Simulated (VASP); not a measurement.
# BaTiO3 (P4mm) in VASP: further runs, part 3 of 3

VASP 6.6.1. Earlier steps stand in the parts before.

**4. Single point, PBE**

This run uses another cell than the first one, of 12.86 Å³/atom, 0.962 times its volume.

The input, INCAR:

```
PREC = Accurate
ENCUT = 520
EDIFF = 1E-6
ISMEAR = -1
SIGMA = 0.05
LREAL = F
LASPH = T
NELM = 80
ALGO = Normal
ISIF = 2
LWAVE = F
LCHARG = T
GGA = PE
LELF = T
LVHAR = T
NBANDS = 28
```

The input, KPOINTS:

```
Automatic mesh
0
Gamma
  2 2 2
```

The input, POSCAR:

```
BaTiO3
1.0
    3.9998000000      0.0000000000      0.0000000000
    0.0000000000      3.9998000000      0.0000000000
    0.0000000000      0.0000000000      4.0180000000
Ba Ti O
1 1 3
Direct
    0.0000000000      0.0000000000      0.0000000000
    0.5000000000      0.5000000000      0.4900000000
    0.0000000000      0.5000000000      0.5170000000
    0.5000000000      0.0000000000      0.5170000000
    0.5000000000      0.5000000000      0.0190000000
```

Potentials or basis: VASP PAW PBE potentials, release 64 (Ba_sv, Ti_sv, O).

Run with:

```console
$ cat potpaw_PBE.64/Ba_sv/POTCAR potpaw_PBE.64/Ti_sv/POTCAR potpaw_PBE.64/O/POTCAR > POTCAR
$ mpirun -np 1 vasp_std > vasp.out
```

OUTCAR:

```text
PREC = Accurate
   ENCUT = 520
   EDIFF = 1E-6
   ISMEAR = -1
   LREAL = F
   LASPH = T
   NELM = 80
   ISIF = 2
   GGA = PE

 ion  position               nearest neighbor table
   1  0.000  0.000  0.000-   3 2.79   4 2.79   3 2.79   4 2.79   5 2.83   5 2.83   5 2.83   5 2.83
                             4 2.88   3 2.88   4 2.88   3 2.88   2 3.45   2 3.45   2 3.45   2 3.45
   2  0.500  0.500  0.490-   5 1.89   4 2.00   3 2.00   4 2.00   3 2.00   5 2.13   1 3.45   1 3.45
                             1 3.45   1 3.45   1 3.49   1 3.49   1 3.49   1 3.49
   3  0.000  0.500  0.517-   2 2.00   2 2.00   1 2.79   1 2.79   1 2.88   1 2.88
   4  0.500  0.000  0.517-   2 2.00   2 2.00   1 2.79   1 2.79   1 2.88   1 2.88
[... 371 lines left out ...]
  -------------------------------------------------------------------------------------
  Total        2.3348057      2.3348057      2.9601294      0.0000000      0.0000000      0.0000000
  in kB       58.1935478     58.1935478     73.7793450      0.0000000      0.0000000      0.0000000
  external PRESSURE =      63.3888135 kB  Pullay stress =       0.0000000 kB

 VOLUME and BASIS-vectors are now :
 -----------------------------------------------------------------------------
  energy-cutoff  :      520.00
  volume of cell :       64.28
      direct lattice vectors                 reciprocal lattice vectors
     3.999800000  0.000000000  0.000000000     0.250012501  0.000000000  0.000000000
     0.000000000  3.999800000  0.000000000     0.000000000  0.250012501  0.000000000
     0.000000000  0.000000000  4.018000000     0.000000000  0.000000000  0.248880040

 POSITION                                       TOTAL-FORCE (eV/Angst)
 -----------------------------------------------------------------------------------
      0.00000      0.00000      0.00000         0.000000     -0.000000     -0.035330
      1.99990      1.99990      1.96882         0.000000      0.000000     -2.090790
      0.00000      1.99990      2.07731        -0.000000     -0.000000      0.485249
      1.99990      0.00000      2.07731         0.000000     -0.000000      0.485249
      1.99990      1.99990      0.07634         0.000000      0.000000      1.155622
 -----------------------------------------------------------------------------------
    total drift:                                0.000000      0.000000      0.000510

  FREE ENERGIE OF THE ION-ELECTRON SYSTEM (eV)
  ---------------------------------------------------
  free  energy   TOTEN  =       -39.3392734823 eV

  energy  without entropy=      -39.3392733195  energy(sigma->0) =      -39.33927340
```

OSZICAR:

```text
N       E                     dE             d eps       ncg     rms          rms(c)
DAV:   1     0.454137007824E+03    0.45414E+03   -0.21021E+04   336   0.155E+03
DAV:   2     0.354162357754E+01   -0.45060E+03   -0.42712E+03   368   0.435E+02
DAV:   3    -0.481088050731E+02   -0.51650E+02   -0.50998E+02   484   0.141E+02
DAV:   4    -0.506630501763E+02   -0.25542E+01   -0.25488E+01   496   0.268E+01
DAV:   5    -0.507392688234E+02   -0.76219E-01   -0.76214E-01   432   0.375E+00    0.231E+01
DAV:   6    -0.395248998869E+02    0.11214E+02   -0.57188E+01   440   0.647E+01    0.940E+00
DAV:   7    -0.394952140184E+02    0.29686E-01   -0.85452E+00   432   0.208E+01    0.636E+00
DAV:   8    -0.393307574722E+02    0.16446E+00   -0.89228E-01   396   0.795E+00    0.293E+00
DAV:   9    -0.393747019889E+02   -0.43945E-01   -0.22800E-01   444   0.382E+00    0.164E+00
DAV:  10    -0.393397384901E+02    0.34963E-01   -0.14829E-01   356   0.388E+00    0.262E-01
DAV:  11    -0.393393310458E+02    0.40744E-03   -0.70922E-03   416   0.552E-01    0.942E-02
DAV:  12    -0.393392985214E+02    0.32524E-04   -0.60074E-04   420   0.178E-01    0.613E-02
DAV:  13    -0.393392770840E+02    0.21437E-04   -0.39574E-04   484   0.147E-01    0.340E-02
DAV:  14    -0.393392756866E+02    0.13973E-05   -0.87616E-05   424   0.657E-02    0.156E-02
DAV:  15    -0.393392742413E+02    0.14454E-05   -0.24586E-05   392   0.476E-02    0.725E-03
DAV:  16    -0.393392734823E+02    0.75903E-06   -0.20212E-06   276   0.142E-02
   1 F= -.39339273E+02 E0= -.39339273E+02  d E =-.162750E-06
```

Wall time 7.5 s (1 thread of Intel Xeon 6975P-C (Granite Rapids), shared host); peak memory 0.17 GiB.

Results:

- Free energy: -39.3393 eV
- Pressure: 6.3 GPa
- Largest force: 2.091 eV/Å
- Band gap on the k mesh: 1.50 eV, indirect (least direct gap 1.81 eV)

Forces in eV/Å, atoms in the order of the input:
```
Ba   0.000  0.000 -0.035
Ti   0.000  0.000 -2.091
O    0.000  0.000  0.485
O    0.000  0.000  0.485
O    0.000  0.000  1.156
```

Levels at points of the mesh, in eV from the valence-band top:
| k point | band 18 | band 19 | band 20 | band 21 | band 22 | band 23 |
| --- | --- | --- | --- | --- | --- | --- |
| (0.00, 0.00, 0.00) | -0.32 | -0.31 | -0.31 | 1.50 | 1.74 | 1.74 |
| (0.50, 0.00, 0.00) | -1.79 | -0.98 | -0.86 | 1.86 | 3.24 | 3.29 |
| (0.50, 0.50, 0.00) | -1.00 | -1.00 | -0.09 | 3.29 | 3.29 | 3.65 |
| (0.00, 0.00, 0.50) | -1.98 | -0.72 | -0.72 | 1.65 | 3.31 | 3.31 |
| (0.50, 0.00, 0.50) | -0.92 | -0.91 | -0.18 | 3.26 | 3.31 | 3.65 |
| (0.50, 0.50, 0.50) | -0.10 | -0.10 | 0.00 | 3.90 | 3.91 | 3.91 |

Caveat: the k points lie up to 0.79 Å⁻¹ apart; spin-orbit coupling is left out, which moves the levels of the heavy elements; forces of over 1 eV/Å act on the atoms, so gaps and moduli don't describe the material at rest.

**5. Single point, revPBE**

This run uses another cell than the first one, of 12.08 Å³/atom, 0.904 times its volume.

The input, INCAR:

```
SYSTEM = BaTiO3
  PREC = Accurate
  ENCUT = 520
  EDIFF = 1E-6
  ISMEAR = -1
  SIGMA = 0.05
  LREAL = .False.
  LASPH = .True.
  NELM = 80
  ALGO = Normal
  ISIF = 2
  LWAVE = .False.
  LCHARG = .False.
  GGA = RE
  NBANDS = 28
```

The input, KPOINTS:

```
Automatic mesh
0
Gamma
  7 7 7
  0 0 0
```

POSCAR: that of step 4 with these lines changed.

```diff
@@ -2,5 +2,5 @@
 1.0
-    3.9998000000      0.0000000000      0.0000000000
-    0.0000000000      3.9998000000      0.0000000000
-    0.0000000000      0.0000000000      4.0180000000
+    3.9181485176      0.0000000000      0.0000000000
+    0.0000000000      3.9181485176      0.0000000000
+    0.0000000000      0.0000000000      3.9359769848
 Ba Ti O
```

Run with:

```console
$ cat potpaw_PBE.64/Ba_sv/POTCAR potpaw_PBE.64/Ti_sv/POTCAR potpaw_PBE.64/O/POTCAR > POTCAR
$ mpirun -np 1 vasp_std > vasp.out
```

It took 31 s on 1 thread of Intel Xeon 6975P-C (Granite Rapids), shared host; peak memory 0.2 GiB.

It converged, with:

```yaml
Free_energy: -37.8421 eV
Pressure: 20.2 GPa
Largest_force: 0.186 eV/Å
Band_gap_on_the_k_mesh: 2.03 eV, indirect (least direct gap 2.16 eV)
```

Forces in eV/Å, atoms in the order of the input:
```
Ba   0.000  0.000  0.150
Ti   0.000  0.000  0.186
O    0.000  0.000 -0.097
O    0.000  0.000 -0.097
O    0.000  0.000 -0.143
```

Stress tensor (GPa, compression positive):
```
19.80  0.00  0.00
 0.00 19.80  0.00
 0.00  0.00 20.99
```

Levels at points of the mesh, in eV from the valence-band top:
```csv
k point,band 18,band 19,band 20,band 21,band 22,band 23
"(0.00, 0.00, 0.00)",-0.15,-0.14,-0.14,2.03,2.26,2.26
```

Caveat: the PAW data sets were made with another functional, which shifts forces and pressure a little; spin-orbit coupling is left out, which moves the levels of the heavy elements.

**6. Single point, revPBE**

This run uses another cell than the first one, of 12.34 Å³/atom, 0.923 times its volume.

The input, INCAR:

```
SYSTEM = BaTiO3
ALGO = Normal
EDIFF = 1E-7
ENCUT = 520
GGA = RE
ISIF = 2
ISMEAR = -1
LASPH = .TRUE.
LCHARG = .TRUE.
LELF = .TRUE.
LREAL = .FALSE.
LVHAR = .TRUE.
LWAVE = .FALSE.
NBANDS = 28
NELM = 100
PREC = Accurate
SIGMA = 0.05
```

The input, KPOINTS:

```
k-points
0
G
  7 7 7
  0 0 0
```

POSCAR: that of step 5 with these lines changed.

```diff
@@ -2,5 +2,5 @@
 1.0
-    3.9181485176      0.0000000000      0.0000000000
-    0.0000000000      3.9181485176      0.0000000000
-    0.0000000000      0.0000000000      3.9359769848
+    3.9457420220      0.0000000000      0.0000000000
+    0.0000000000      3.9457420220      0.0000000000
+    0.0000000000      0.0000000000      3.9636960459
 Ba Ti O
```

Potentials or basis: VASP PAW PBE potentials, release 64 (Ba_sv, Ti_sv, O).

Run with:

```console
$ cat potpaw_PBE.64/Ba_sv/POTCAR potpaw_PBE.64/Ti_sv/POTCAR potpaw_PBE.64/O/POTCAR > POTCAR
$ mpirun -np 1 vasp_std > vasp.out
```

Run time: 35 s. Hardware: 1 thread of Intel Xeon 6975P-C (Granite Rapids), shared host; peak memory 0.21 GiB.

It converged, with:

```
Free energy            : -37.9862 eV
Pressure               : 15.4 GPa
Largest force          : 0.126 eV/Å
Band gap on the k mesh : 1.98 eV, indirect (least direct gap 2.14 eV)
```

Forces in eV/Å, atoms in the order of the input:
```
Ba   0.000  0.000  0.126
Ti   0.000  0.000  0.077
O    0.000  0.000 -0.104
O    0.000  0.000 -0.104
O    0.000  0.000  0.005
```

Stress tensor (GPa, compression positive):
```
15.06  0.00  0.00
 0.00 15.06  0.00
 0.00  0.00 16.14
```

Levels at points of the mesh, in eV from the valence-band top:
| k point | band 17 | band 18 | band 19 | band 20 | band 21 | band 22 | band 23 | band 24 |
| --- | --- | --- | --- | --- | --- | --- | --- | --- |
| (0.00, 0.00, 0.00) | -1.10 | -0.17 | -0.16 | -0.16 | 1.98 | 2.21 | 2.21 | 4.34 |

Caveat: the PAW data sets were made with another functional, which shifts forces and pressure a little; spin-orbit coupling is left out, which moves the levels of the heavy elements. revPBE gaps usually lie below the measured ones, often by a third to a half.

**7. The runs side by side**

| level | potentials or basis | cell | k mesh | gap on the mesh (eV) | pressure (GPa) | largest force (eV/Å) |
| --- | --- | --- | --- | --- | --- | --- |
| LDA | VASP PAW LDA potentials, release 64 (Ba_sv, Ti_sv, O) | a = 4.052, b = 4.052, c = 4.071 Å, 5 atoms | 7 × 7 × 7 | 1.70 | -12.3 | 0.60 |
| LDA | VASP PAW LDA potentials, release 64 (Ba_sv, Ti_sv, O) | a = 4.078, b = 4.078, c = 4.097 Å, 5 atoms | 7 × 7 × 7 | 1.66 | -14.7 | 0.70 |
| PBE | VASP PAW PBE potentials, release 64 (Ba_sv, Ti_sv, O) | a = 4.000, b = 4.000, c = 4.018 Å, 5 atoms | 2 × 2 × 2 | 1.50 | 6.3 | 2.09 |
| revPBE | VASP PAW PBE potentials, release 64 (Ba_sv, Ti_sv, O) | a = 3.918, b = 3.918, c = 3.936 Å, 5 atoms | 7 × 7 × 7 | 2.03 | 20.2 | 0.19 |
| revPBE | VASP PAW PBE potentials, release 64 (Ba_sv, Ti_sv, O) | a = 3.946, b = 3.946, c = 3.964 Å, 5 atoms | 7 × 7 × 7 | 1.98 | 15.4 | 0.13 |

Alike in all rows: task single point; no spin polarisation; cutoff (eV) 520; smearing fermi-dirac 0.05 eV.

Caveats: some runs use coarse meshes; spin-orbit coupling is left out, which moves the levels of the heavy elements; the PAW data sets were made with another functional, which shifts forces and pressure a little (some runs); forces of over 1 eV/Å act on the atoms, so gaps and moduli don't describe the material at rest (some runs).

Absolute energies hang on the potentials; compare differences alone.
